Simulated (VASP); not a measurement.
Write the native input for VASP 6.6.1 that does the following.

```
Task                   : relaxation of cell and atoms
Functional             : PBE
Potentials or basis    : VASP PAW PBE potentials, release 64 (Mg, Be, Se, O)
Cutoff                 : 600 eV
k mesh                 : 6 × 6 × 6
Occupations            : gaussian, width 0.1 eV
Spin                   : no spin polarisation
Dipole correction      : no
Further INCAR settings : ALGO = Normal; EDIFF = 1e-06; IBRION = 2; EDIFFG = -0.04; NSW = 90; ISIF = 3
```

The structure of MgBe2SeO2 lies in POSCAR:

```
MgBe2SeO2
1.0
   -1.8514632100      1.8514632100      4.9815043400
    1.8514632100     -1.8514632100      4.9815043400
    1.8514632100      1.8514632100     -4.9815043400
Mg Be Se O
1 2 1 2
Direct
    0.5000000000      0.5000000000      0.0000000000
    0.1464646200      0.1464646200      0.0000000000
    0.8535353800      0.8535353800      0.0000000000
    0.0000000000      0.0000000000      0.0000000000
    0.2500000000      0.7500000000      0.5000000000
    0.7500000000      0.2500000000      0.5000000000
```

The cell was generated, and may not be a known phase.

The input as run:

INCAR

```
PREC = Accurate
ENCUT = 600
EDIFF = 1E-6
ISMEAR = 0
SIGMA = 0.1
LREAL = False
LASPH = True
NELM = 60
ALGO = Normal
ISIF = 3
LWAVE = False
LCHARG = False
GGA = PE
IBRION = 2
NSW = 90
EDIFFG = -0.04
```

KPOINTS

```
regular mesh
0
Gamma
  6 6 6
```

Potentials or basis: VASP PAW PBE potentials, release 64 (Mg, Be, Se, O).

Command:

```console
$ cat potpaw_PBE.64/Mg/POTCAR potpaw_PBE.64/Be/POTCAR potpaw_PBE.64/Se/POTCAR potpaw_PBE.64/O/POTCAR > POTCAR
$ mpirun -np 1 vasp_std > vasp.out
```

Results of the run:

* Relaxed volume: 13.00 Å³/atom
* Relaxed cell: a = 6.883 Å, b = 6.883 Å, c = 6.883 Å, α = 150.69°, β = 150.69°, γ = 41.93°
* Space group after relaxing (to 0.1 Å): I4/mmm (No. 139)
* Energy gained by relaxing: 2785.1 meV/atom
* Ionic steps: 16
* Pressure after relaxing: 0.0 GPa
* Largest force after relaxing: 0.021 eV/Å
* Band gap on the k mesh: 1.77 eV (least direct gap 2.02 eV)

Caveat: a cell axis changed by over 15 % at a fixed basis, so the end point is rough.

Run time: 9.8 min on 1 thread of AMD EPYC 9R45 96-Core Processor (Zen 5), with other jobs on the host, peak memory 0.35 GiB.
